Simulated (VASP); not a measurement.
A run of VASP 6.6.1:

The input POSCAR:

```
Ge
1.0
    3.8950382457      0.0000000000      0.0000000000
   -1.9475191228      3.3732020404      0.0000000000
    0.0000000000      0.0000000000      6.4300879850
Ge
4
Direct
    0.6666666667      0.3333333333      0.0629010000
    0.3333333333      0.6666666667      0.5629010000
    0.6666666667      0.3333333333      0.4370990000
    0.3333333333      0.6666666667      0.9370990000
```

INCAR.step1

```
ALGO = Normal
EDIFF = 1E-4
ENCUT = 520
GGA = PE
ISMEAR = 1
LASPH = True
LCHARG = False
LREAL = False
LWAVE = True
NBANDS = 36
NELM = 80
PREC = Accurate
SIGMA = 0.15
```

INCAR.step2

```
ALGO = Normal
EDIFF = 1E-6
ENCUT = 520
ISIF = 2
ISMEAR = 1
ISTART = 1
LASPH = True
LCHARG = True
LELF = True
LMIXTAU = True
LREAL = False
LVHAR = True
LWAVE = False
METAGGA = R2SCAN
NBANDS = 36
NELM = 80
PREC = Accurate
SIGMA = 0.15
```

KPOINTS

```
k-points
0
Gamma
  7 7 4
```

Potentials or basis: VASP PAW PBE potentials, release 64 (Ge_d).

Launch:

```console
$ cat potpaw_PBE.64/Ge_d/POTCAR > POTCAR
$ cp INCAR.step1 INCAR
$ mpirun -np 1 vasp_std > vasp.out
$ cp INCAR.step2 INCAR
$ mpirun -np 1 vasp_std > vasp.out
```

Hardware: 1 thread of Intel(R) Xeon(R) 6975P-C (Granite Rapids), with other jobs on the host.

Problem. Estimate the wall time of this run.

Solution. It took 110 s on 1 thread of Intel(R) Xeon(R) 6975P-C (Granite Rapids), with other jobs on the host, peak memory 0.22 GiB. Counts: k points 24.
